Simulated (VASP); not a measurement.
# Ca4SiSe2 (I-42m) in VASP: relaxation of cell and atoms with PBE

Aim: the relaxation of cell and atoms of Ca4SiSe2 with PBE.

All numbers are computed with VASP 6.6.1; they aren't measurements. Logs are shortened: lines on timing, memory, paths and dates and some standing lists are left out, and cuts for length are marked.

**1. The cell of the first run**

It takes space group I-42m (No. 121, tetragonal). The conventional cell has a = 5.892 Å, b = 5.892 Å, c = 11.864 Å, α = 90.00°, β = 90.00°, γ = 90.00°. Within 3.4 Å of Ca (site symmetry m) lie 1 Si at 2.58 Å and 2 Se at 2.65 Å. Si (site symmetry -42m) has 4 Ca at 2.58 Å within 3.4 Å. Within 3.5 Å of Se (site symmetry -4) lie 4 Ca at 2.65 Å.

**2. Relaxation of cell and atoms, PBE**

INCAR

```
PREC = Accurate
ENCUT = 600
EDIFF = 1E-6
ISMEAR = 0
SIGMA = 0.1
LREAL = False
LASPH = True
NELM = 100
ALGO = Normal
ISIF = 3
LWAVE = False
LCHARG = False
GGA = PE
IBRION = 2
NSW = 90
EDIFFG = -0.04
```

KPOINTS

```
regular mesh
0
Gamma
  4 4 4
```

POSCAR

```
Ca4SiSe2
1.0
   -2.9461647000      2.9461647000      5.9319775600
    2.9461647000     -2.9461647000      5.9319775600
    2.9461647000      2.9461647000     -5.9319775600
Ca Si Se
4 1 2
Direct
    0.1221451300      0.6535200500      0.0000000000
    0.8778548700      0.8778548700      0.5313749200
    0.6535200500      0.1221451300      0.0000000000
    0.3464799500      0.3464799500      0.4686250800
    0.5000000000      0.5000000000      0.0000000000
    0.2500000000      0.7500000000      0.5000000000
    0.7500000000      0.2500000000      0.5000000000
```

Potentials or basis: VASP PAW PBE potentials, release 64 (Ca_sv, Si, Se).

Command:

```bash
$ cat potpaw_PBE.64/Ca_sv/POTCAR potpaw_PBE.64/Si/POTCAR potpaw_PBE.64/Se/POTCAR > POTCAR
$ mpirun -np 1 vasp_std > vasp.out
```

OUTCAR:

```text
PREC = Accurate
   ENCUT = 600
   EDIFF = 1E-6
   ISMEAR = 0
   LREAL = False
   LASPH = True
   NELM = 100
   ISIF = 3
   GGA = PE
   IBRION = 2
   NSW = 90
   EDIFFG = -0.04

 ion  position               nearest neighbor table
   1  0.122  0.654  0.000-   5 2.58   6 2.65   7 2.65
   2  0.878  0.878  0.531-   5 2.58   7 2.65   6 2.65
   3  0.654  0.122  0.000-   5 2.58   7 2.65   6 2.65
   4  0.346  0.346  0.469-   5 2.58   6 2.65   7 2.65
   5  0.500  0.500  0.000-   2 2.58   1 2.58   3 2.58   4 2.58
   6  0.250  0.750  0.500-   4 2.65   3 2.65   1 2.65   2 2.65
   7  0.750  0.250  0.500-   4 2.65   1 2.65   3 2.65   2 2.65

  LATTYP: Found a body centered tetragonal cell.
 ALAT       =     5.8923294000
 C/A-ratio  =     2.0134575504

  Lattice vectors:

 A1 = (  -2.9461647000,   2.9461647000,   5.9319775600)
 A2 = (   2.9461647000,  -2.9461647000,   5.9319775600)
 A3 = (   2.9461647000,   2.9461647000,  -5.9319775600)

Analysis of symmetry for initial positions (statically):
=====================================================================
 Subroutine PRICEL returns:
 Original cell was already a primitive cell.

 Routine SETGRP: Setting up the symmetry group for a
 body centered tetragonal supercell.

 Subroutine GETGRP returns: Found  8 space group operations
 (whereof  8 operations were pure point group operations)
 out of a pool of 16 trial point group operations.

The static configuration has the point symmetry D_2d.

Analysis of symmetry for dynamics (positions and initial velocities):
=====================================================================
 Subroutine PRICEL returns:
 Original cell was already a primitive cell.

 Routine SETGRP: Setting up the symmetry group for a
 body centered tetragonal supercell.

 Subroutine GETGRP returns: Found  8 space group operations
 (whereof  8 operations were pure point group operations)
 out of a pool of 16 trial point group operations.

The dynamic configuration has the point symmetry D_2d.

 Subroutine INISYM returns: Found  8 space group operations
 (whereof  8 operations are pure point group operations),
 and found     1 'primitive' translations

----------------------------------------------------------------------------------------

                                     Primitive cell

  volume of cell :     205.9556

  direct lattice vectors                    reciprocal lattice vectors
    -2.946164700  2.946164700  5.931977560     0.000000000  0.169712169  0.084288923
     2.946164700 -2.946164700  5.931977560     0.169712169  0.000000000  0.084288923
     2.946164700  2.946164700 -5.931977560     0.169712169  0.169712169  0.000000000

  length of vectors
     7.249008943  7.249008943  7.249008943     0.189491010  0.189491010  0.240009250

  position of ions in fractional coordinates (direct lattice)
     0.122145130  0.653520050  0.000000000
     0.877854870  0.877854870  0.531374920
     0.653520050  0.122145130  0.000000000
     0.346479950  0.346479950  0.468625080
     0.500000000  0.500000000  0.000000000
     0.250000000  0.750000000  0.500000000
     0.750000000  0.250000000  0.500000000

  ion indices of the primitive-cell ions
   primitive index   ion index
                 1           1
                 2           2
                 3           3
                 4           4
                 5           5
                 6           6
                 7           7

----------------------------------------------------------------------------------------

 KPOINTS: regular mesh

Automatic generation of k-mesh.
 Grid dimensions read from file:
 generate k-points for:    4    4    4

 Generating k-lattice:

  Cartesian coordinates                     Fractional coordinates (reciprocal lattice)
     0.000000000  0.042428042  0.021072231     0.250000000  0.000000000 -0.000000000
     0.042428042  0.000000000  0.021072231     0.000000000  0.250000000 -0.000000000
     0.042428042  0.042428042  0.000000000     0.000000000  0.000000000  0.250000000

  Length of vectors
     0.047372752  0.047372752  0.060002313

  Shift w.r.t. Gamma in fractional coordinates (k-lattice)
     0.000000000  0.000000000  0.000000000

 Subroutine IBZKPT returns following result:
 ===========================================

 Found     13 irreducible k-points:

 Following reciprocal coordinates:
            Coordinates               Weight
  0.000000  0.000000  0.000000      1.000000
  0.250000  0.000000 -0.000000      8.000000
  0.500000  0.000000 -0.000000      4.000000
  0.250000  0.250000 -0.000000      8.000000
  0.500000  0.250000 -0.000000     16.000000
 -0.250000  0.250000  0.000000      4.000000
  0.500000  0.500000 -0.000000      2.000000
  0.250000  0.250000  0.250000      2.000000
 -0.250000  0.250000  0.250000      4.000000
  0.500000  0.500000  0.250000      4.000000
 -0.250000  0.500000  0.250000      8.000000
 -0.250000 -0.250000  0.250000      2.000000
  0.500000  0.500000  0.500000      1.000000
   k-points           NKPTS =     13   k-points in BZ     NKDIM =     13   number of bands    NBANDS=     33
   number of dos      NEDOS =    301   number of ions     NIONS =      7
   total plane-waves  NPLWV = 216000
   dimension x,y,z NGX =    60 NGY =   60 NGZ =   60
   dimension x,y,z NGXF=   120 NGYF=  120 NGZF=  120
   ions per type =               4   1   2
   NGX,Y,Z   is equivalent  to a cutoff of  13.76, 13.76, 13.76 a.u.
   NGXF,Y,Z  is equivalent  to a cutoff of  27.52, 27.52, 27.52 a.u.
 SYSTEM =  unknown system
   PREC   = accura    normal or accurate (medium, high low for compatibility)
   ISTART =      0    job   : 0-new  1-cont  2-samecut
   ICHARG =      2    charge: 1-file 2-atom 10-const
   ISPIN  =      1    spin polarized calculation?
   LNONCOLLINEAR =      F non collinear calculations
   LSORBIT =      F    spin-orbit coupling
   LASPH  =      T    aspherical Exc in radial PAW
   ENCUT  =  600.0 eV  44.10 Ry    6.64 a.u.  14.48 14.48 14.48*2*pi/ulx,y,z
   NELM   =    100;   NELMIN=  2; NELMDL= -5     # of ELM steps
   EDIFF  = 0.1E-05   stopping-criterion for ELM
   LREAL  =      F    real-space projection
   EDIFFG = -.4E-01   stopping-criterion for IOM
   NSW    =     90    number of steps for IOM
   IBRION =      2    ionic relax: 0-MD 1-quasi-New 2-CG
   NFREE  =      1    steps in history (QN), initial steepest desc. (CG)
   ISIF   =      3    stress and relaxation
   ISYM   =      2    0-nonsym 1-usesym 2-fastsym
   POTIM  = 0.5000    time-step for ionic-motion
   TEBEG  =    0.0;   TEEND  =   0.0 temperature during run
   PSTRESS=    0.0 pullay stress
   NELECT =      56.0000    total number of electrons
   NUPDOWN=      -1.0000    fix difference up-down
   EMIN   =  10.00;   EMAX   =-10.00  energy-range for DOS
   EFERMI =   0.00;   METHOD = LEGACY
   ISMEAR =     0;   SIGMA  =   0.10  broadening in eV -4-tet -1-fermi 0-gaus
   EFERMI_NEDOS =   21; number of points for ismear=-14 and -15
   IALGO  =     38    algorithm
   IMIX   =      4    mixing-type and parameters
     AMIX     =   0.40;   BMIX     =  1.00
     AMIX_MAG =   1.60;   BMIX_MAG =  1.00
  volume/ion in A,a.u.               =      29.42       198.55
  Fermi-wavevector in a.u.,A,eV,Ry     =   1.060587  2.004219 15.304444  1.124845
  Thomas-Fermi vector in A             =   2.195973
   LORBIT       =      0    0 simple, 1 ext, 2 COOP (PROOUT), +10 PAW based schemes
   GGA     = PE    functional components
   LHFCALC =     F    Hartree Fock is set to
   AEXX    =    0.0000 exact exchange contribution
   IVDW    =     0    specifies the selected vdW correction
   LEPSILON=     F    determine dielectric tensor
   LRPA    =     F    only Hartree local field effects (RPA)
 conjugate gradient relaxation of ions
 non-spin polarized calculation
 Gauss-broadening in eV      SIGMA  =   0.10
  energy-cutoff  :      600.00
  volume of cell :      205.96
 maximum number of plane-waves:      6896
 NGX is ok and might be reduce to    60
   NGX = 29   NGY = 29   NGZ = 29

--------------------------------------- Ionic step        1  -------------------------------------------

 number of electron      55.9999999 magnetization

 Free energy of the ion-electron system (eV)
  ---------------------------------------------------
  ext. energy  EPLUGINS =         0.00000000
  ---------------------------------------------------
  free energy    TOTEN  =       -23.63040690 eV

  energy without entropy =      -23.61101936  energy(sigma->0) =      -23.62071313

------------------------ aborting loop because EDIFF is reached ----------------------------------------

  FORCE on cell =-STRESS in cart. coord.  units (eV):
  Direction    XX          YY          ZZ          XY          YZ          ZX
  --------------------------------------------------------------------------------------
  -------------------------------------------------------------------------------------
  Total       13.0033797     13.0033797     15.6426857      0.0000000      0.0000000      0.0000000
  in kB      101.1563828    101.1563828    121.6881718      0.0000000      0.0000000      0.0000000
  external PRESSURE =     108.0003125 kB  Pullay stress =       0.0000000 kB
[... 104 lines left out ...]
  FREE ENERGIE OF THE ION-ELECTRON SYSTEM (eV)
  ---------------------------------------------------
  free  energy   TOTEN  =       -25.2706460677 eV

  energy  without entropy=      -25.2355035531  energy(sigma->0) =      -25.25307481

[... ionic steps 4 to 14 ...]

--------------------------------------- Ionic step       15  -------------------------------------------

 number of electron      55.9999996 magnetization

------------------------ aborting loop because EDIFF is reached ----------------------------------------

  FORCE on cell =-STRESS in cart. coord.  units (eV):
  Direction    XX          YY          ZZ          XY          YZ          ZX
  --------------------------------------------------------------------------------------
  -------------------------------------------------------------------------------------
  Total        0.4590514      0.4590514      0.3358399      0.0000000     -0.0000000      0.0000000
  in kB        2.6424641      2.6424641      1.9332147      0.0000000     -0.0000000      0.0000000
  external PRESSURE =       2.4060476 kB  Pullay stress =       0.0000000 kB
[... 67 lines left out ...]
  energy  without entropy=      -25.9698611111  energy(sigma->0) =      -25.97398027

--------------------------------------- Ionic step       17  -------------------------------------------

 number of electron      55.9999996 magnetization

 Free energy of the ion-electron system (eV)
  ---------------------------------------------------
  ext. energy  EPLUGINS =         0.00000000
  ---------------------------------------------------
  free energy    TOTEN  =       -25.98140840 eV

  energy without entropy =      -25.97315513  energy(sigma->0) =      -25.97728176

 E-fermi :   1.3826     XC(G=0):  -7.2616

 val. band max:        1.3456944829   @ k =   0.5000   0.5000   0.5000
 cond. band min:       1.4007164601   @ k =  -0.2500  -0.2500   0.2500
 fundamental gap:      0.0550219773
 Fermi energy:         1.3826395451

 k-point     1 :       0.0000    0.0000    0.0000
  band No.  band energies     occupation
      1     -40.0199      2.00000
      2     -40.0188      2.00000
      3     -40.0162      2.00000
      4     -40.0162      2.00000
      5     -21.1516      2.00000
      6     -21.1477      2.00000
[... 491 lines left out ...]
  FREE ENERGIE OF THE ION-ELECTRON SYSTEM (eV)
  ---------------------------------------------------
  free  energy   TOTEN  =       -25.9814083976 eV

  energy  without entropy=      -25.9731551316  energy(sigma->0) =      -25.97728176

 reached required accuracy - stopping structural energy minimisation
```

Wall time 17 min (1 thread of Intel Xeon 6975P-C (Granite Rapids), shared host); peak memory 0.61 GiB.

Results:

```yaml
Free_energy: -25.9814 eV
Relaxed_volume: 40.15 Å³/atom
Relaxed_cell: a = 8.732 Å, b = 8.732 Å, c = 8.732 Å, α = 139.25°, β = 139.25°, γ = 59.00°
Space_group_after_relaxing_to_0.05_Å: I-42m (No. 121)
Energy_gained_by_relaxing: 335.9 meV/atom
Ionic_steps: 17
Pressure_after_relaxing: 0.1 GPa
Largest_force_after_relaxing: 0.030 eV/Å
Band_gap_on_the_k_mesh: zero (band 28 reaches 1.35 eV, above the bottom of band 29 at 1.11 eV)
```

Forces in eV/Å, atoms in the order of the input:
```
Ca  -0.008  0.008 -0.028
Ca  -0.008 -0.008  0.028
Ca   0.008 -0.008 -0.028
Ca   0.008  0.008  0.028
Si   0.000  0.000  0.000
Se   0.000  0.000  0.000
Se   0.000  0.000  0.000
```

The path:
```tsv
step	energy change (eV)	largest force (eV/Å)	pressure (GPa)	volume (Å³)
1	0.0000	0.8796	10.80	205.96
2	-1.6176	0.7163	-0.84	270.89
3	-1.6402	0.6548	0.04	261.93
4	-1.6402	0.6629	-0.09	263.15
5	-1.7273	0.5672	-0.09	264.55
6	-1.9167	0.3366	0.00	268.69
7	-1.8339	0.9565	0.66	276.64
8	-1.9601	0.4553	0.20	271.69
9	-2.0577	0.4804	-0.05	275.99
10	-2.1958	0.5489	-0.77	287.68
11	-2.2903	0.3854	-0.09	279.56
12	-2.2982	0.3164	0.19	276.47
13	-2.3350	0.0943	-0.03	279.08
14	-2.3423	0.0731	-0.16	280.89
15	-2.3474	0.0472	0.24	278.33
16	-2.3477	0.0498	0.17	278.78
17	-2.3510	0.0305	0.06	281.02
```

Final structure:
```xyz
7
Lattice="-3.0404 3.0404 7.6001 3.0404 -3.0404 7.6001 3.0404 3.0404 -7.6001" Properties=species:S:1:pos:R:3 pbc="T T T"
Ca    1.4372   -1.4372    5.6342
Ca    1.4372    1.4372    9.5660
Ca   -1.4372    1.4372    5.6342
Ca    1.6033    1.6033    1.9659
Si    3.0404    3.0404    0.0000
Se    3.0404    0.0000    3.8000
Se    0.0000    3.0404    3.8000
```

Levels at points of the mesh, in eV from the Fermi level:
```tsv
k point	band 26	band 27	band 28	band 29	band 30	band 31
(0.00, 0.00, 0.00)	-0.49	-0.37	-0.27	-0.27	1.18	1.38
(0.50, 0.00, 0.00)	-0.95	-0.52	-0.13	1.06	1.31	1.62
(0.50, 0.50, 0.00)	-0.87	-0.65	-0.53	0.24	1.59	2.23
(0.50, 0.50, 0.50)	-1.02	-0.04	-0.04	0.25	1.39	1.64
```

Caveat: the k points lie up to 0.37 Å⁻¹ apart in the final cell; the volume moved by over 15 % at a fixed basis, so the end points are rough.
